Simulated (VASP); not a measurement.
A run of VASP 6.6.1:

INCAR

```
ALGO = Fast
EDIFF = 1E-6
ENCUT = 520
GGA = CA
ISIF = 2
ISMEAR = 0
LASPH = True
LCHARG = True
LELF = True
LREAL = False
LVHAR = True
LWAVE = False
NBANDS = 14
NELM = 80
PREC = Accurate
SIGMA = 0.15
```

The input KPOINTS:

```
k-points
0
Gamma
  20 20 20
```

File POSCAR:

```
Rh
1.0
   -0.0938517631      1.8770352617      1.8770352617
    1.8770352617     -0.0938517631      1.8770352617
    1.7831834986      1.7831834986      0.0000000000
Rh
1
Direct
    0.0000000000      0.0000000000      0.0000000000
```

Potentials or basis: VASP PAW LDA potentials, release 64 (Rh_pv).

Command:

```bash
$ cat potpaw_LDA.64/Rh_pv/POTCAR > POTCAR
$ mpirun -np 1 vasp_std > vasp.out
```

Hardware: 1 thread of AMD EPYC 7R43 64-Core Processor (Zen 3), on a shared host.

How long does it take, and how much memory?

Run time: 4.3 min on 1 thread of AMD EPYC 7R43 64-Core Processor (Zen 3) (shared host), peak memory 0.25 GiB. Counts: scf iterations 12, k points 1166.
